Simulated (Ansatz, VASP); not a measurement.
# BiS4 in VASP and in Ansatz

```
Bi S
1.0
    -3.18690    3.18690    3.18690
     3.18690   -3.18690    3.18690
     3.18690    3.18690   -3.18690
Bi S
1 4
Direct
  0.00000 0.00000 0.00000
  0.50000 0.50000 0.50000
  0.00000 0.00000 0.50000
  0.00000 0.50000 0.00000
  0.50000 0.00000 0.00000
```

Alike in both runs: functional PBE; k mesh 8 × 8 × 8; occupations gaussian, width 0.1 eV; no spin polarisation.

Ansatz relaxed the structure, and its values are those at the end. VASP's run is a single point on that final structure, the one shown.

|  | VASP | Ansatz |
| --- | --- | --- |
| version | VASP 6.6.1 | Ansatz 0.2.0 |
| potentials or method | VASP PAW PBE potentials, release 64 (Bi_d, S), cutoff 520 eV | scalar-relativistic, plane waves, PAW |
| valence electrons in the cell | 39 | 39 |

|  | VASP | Ansatz | Ansatz less VASP |
| --- | --- | --- | --- |
| gap on the k mesh at the Fermi level (eV) | none | none | - |
| pressure (GPa) | 0.0 | 0.0 | +0.06 |

A gap of «none» marks a metal or a gap that the smearing closes.

Neither program's run includes spin-orbit coupling.
